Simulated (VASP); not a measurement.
A run of VASP 6.6.1:

The input INCAR:

```
SYSTEM = GdSi2
ALGO = Normal ; EDIFF = 1E-7
ENCUT = 520 ; GGA = PS
ISIF = 2 ; ISMEAR = -1
ISPIN = 2 ; LASPH = .True.
LCHARG = .False. ; LMAXMIX = 6
LORBIT = 11 ; LREAL = .False.
LWAVE = .False. ; MAGMOM = 7 0 0
NBANDS = 24 ; NELM = 150
PREC = Accurate ; SIGMA = 0.1
```

Contents of KPOINTS:

```
k-points
0
Gamma
  8 8 7
  0 0 0
```

The input POSCAR:

```
GdSi2
1.0
    4.0593057700      0.0000000000      0.0000000000
   -2.0296528800      3.5154619200      0.0000000000
    0.0000000000      0.0000000000      4.0714962500
Gd Si
1 2
Direct
    0.0000000000      0.0000000000      0.0000000000
    0.6666666667      0.3333333333      0.5000000000
    0.3333333333      0.6666666667      0.5000000000
```

Potentials or basis: VASP PAW PBE potentials, release 64 (Gd, Si).

Launch:

```bash
$ cat potpaw_PBE.64/Gd/POTCAR potpaw_PBE.64/Si/POTCAR > POTCAR
$ mpirun -np 1 vasp_std > vasp.out
```

Hardware: 1 thread of Intel(R) Xeon(R) 6975P-C (Granite Rapids), with other jobs on the host.

Question: Estimate the wall time of this run.

Answer: Run time: 110 s on 1 thread of Intel(R) Xeon(R) 6975P-C (Granite Rapids), on a shared host, peak memory 0.26 GiB. Counts: scf iterations 30, k points 40.
